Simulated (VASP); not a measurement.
Runs of VASP 6.6.1 on Rh. The structure is that of space group Fm-3m (No. 225), or close to it. The cells are those of the table. 

```csv
cell,further INCAR settings,gap on the mesh (eV),pressure (GPa)
"a = 2.829, b = 2.708 Å, angles 61.4, 57.2, 61.4°, 1 atom",ALGO = Fast; EDIFF = 1e-06; NBANDS = 14,none,-16.3
"a = 2.812, b = 2.708 Å, angles 61.2, 57.6, 61.2°, 1 atom",ALGO = Fast; EDIFF = 1e-07; NBANDS = 14,none,-14.5
"a = 2.742, b = 2.708 Å, angles 60.4, 59.2, 60.4°, 1 atom",ALGO = Fast; EDIFF = 1e-06; NBANDS = 14,none,(a)
"a = 2.777, b = 2.708 Å, angles 60.8, 58.4, 60.8°, 1 atom",ALGO = Fast; EDIFF = 1e-06; NBANDS = 14,none,(b)
"a = 2.675, b = 2.708 Å, angles 59.6, 60.8, 59.6°, 1 atom",ALGO = Fast; EDIFF = 1e-06; NBANDS = 14,none,7.2
```

Alike in all rows: task single point; level PBE; potentials or basis VASP PAW PBE potentials, release 64 (Rh_pv); no spin polarisation; k mesh 26 × 26 × 26; cutoff (eV) 520; smearing gaussian 0.15 eV.

Question: Fill in the values left out.

Answer: (a) -5.8; (b) -10.6.

Caveats: the cell stands under tension (at least some runs); the cell stands under pressure (at least some runs).

A k mesh can miss the band edges, and the runs leave out spin-orbit coupling on Rh.

A gap of «none» marks levels without a gap at the run's occupations.
